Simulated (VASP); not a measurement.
A run of VASP 6.6.1 is set up as follows.

File INCAR:

```
SYSTEM = Cd
PREC     = Accurate       ! precision mode
ENCUT    = 520            ! plane-wave cutoff, eV
EDIFF    = 1E-7           ! SCF threshold, eV
ISMEAR   = -1             ! smearing method
SIGMA    = 0.1            ! smearing width, eV
LREAL    = .False.        ! projectors in reciprocal space
LASPH    = .True.         ! aspherical terms in the spheres
NELM     = 100            ! most SCF steps
ALGO     = Normal         ! electronic algorithm
ISIF     = 2              ! what is computed and relaxed
LWAVE    = .False.        ! write WAVECAR
LCHARG   = .False.        ! write CHGCAR
NBANDS   = 12             ! bands
```

The input KPOINTS:

```
regular mesh
0
Gamma
  21 21 21
  0 0 0
```

File POSCAR:

```
Cd
1.0
   -1.7191058011      1.7191058011      1.7191058011
    1.7191058011     -1.7191058011      1.7191058011
    1.7191058011      1.7191058011     -1.7191058011
Cd
1
Direct
    0.0000000000      0.0000000000      0.0000000000
```

Potentials or basis: VASP PAW LDA potentials, release 64 (Cd).

Command:

```bash
$ cat potpaw_LDA.64/Cd/POTCAR > POTCAR
$ mpirun -np 1 vasp_std > vasp.out
```

(1) Estimate the band gap on the k mesh.

(2) Predict the pressure.

## Answers

(1) zero (band 6 reaches 6.30 eV, above the bottom of band 7 at 2.43 eV).

(2) 0.5 GPa.
